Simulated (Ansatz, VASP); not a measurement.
Na: VASP beside Ansatz

Contents of INCAR:

```
SYSTEM = Na
PREC     = Accurate       ! precision mode
ENCUT    = 520            ! plane-wave cutoff, eV
EDIFF    = 1E-7           ! SCF threshold, eV
ISMEAR   = 0              ! smearing method
SIGMA    = 0.15           ! smearing width, eV
LREAL    = .False.        ! projectors in reciprocal space
LASPH    = .True.         ! aspherical terms in the spheres
NELM     = 80             ! most SCF steps
ALGO     = Fast           ! electronic algorithm
ISIF     = 2              ! what is computed and relaxed
LWAVE    = .False.        ! write WAVECAR
LCHARG   = .False.        ! write CHGCAR
GGA      = CA             ! functional
NBANDS   = 10             ! bands
```

File KPOINTS:

```
Automatic mesh
0
Gamma
  18 18 18
  0 0 0
```

Contents of POSCAR:

```
Na
1.0
   -1.8947500000      1.8947500000      2.5420818476
    1.8947500000     -1.8947500000      2.5420818476
    1.8947500000      1.8947500000     -2.5420818476
Na
1
Direct
    0.0000000000      0.0000000000      0.0000000000
```

Input for Ansatz:

```yaml
crystal:
  lattice:
    - [-1.89475, 1.89475, 2.5420818476]
    - [1.89475, -1.89475, 2.5420818476]
    - [1.89475, 1.89475, -2.5420818476]
  atoms:
    - { symbol: Na, position: [0.0, 0.0, 0.0] }
basis:
  ecutwfc: 520.0
kpoints:
  mp_grid: { grid: [18, 18, 18] }
hamiltonian:
  xc: lda
  pseudopotentials: { kind: paw }
scf:
  occupations: { method: gaussian, width: 0.15 }
output:
  forces: true
  stress: true
  eigenvalues: true
```

Alike in both runs: task single point; functional LDA; k mesh 18 × 18 × 18; occupations gaussian, width 0.15 eV; no spin polarisation.

|  | VASP | Ansatz |
| --- | --- | --- |
| version | VASP 6.6.1 | Ansatz 0.2.0 |
| potentials or method | VASP PAW LDA potentials, release 64 (Na_pv), cutoff 520 eV | scalar-relativistic, plane waves, PAW |
| valence electrons in the cell | 7 | 9 |

|  | VASP | Ansatz | Ansatz less VASP |
| --- | --- | --- | --- |
| gap on the k mesh at the Fermi level (eV) | none | none | - |
| pressure (GPa) | -0.7 | -0.7 | +0.02 |

LDA's correlation is that of Perdew and Zunger in VASP and of Perdew and Wang (1992) in Ansatz. A gap of «none» marks a metal or a gap that the smearing closes. VASP's potentials hold 7 valence electrons a cell and Ansatz's 9, so a difference there can come from the potentials and not from the codes.
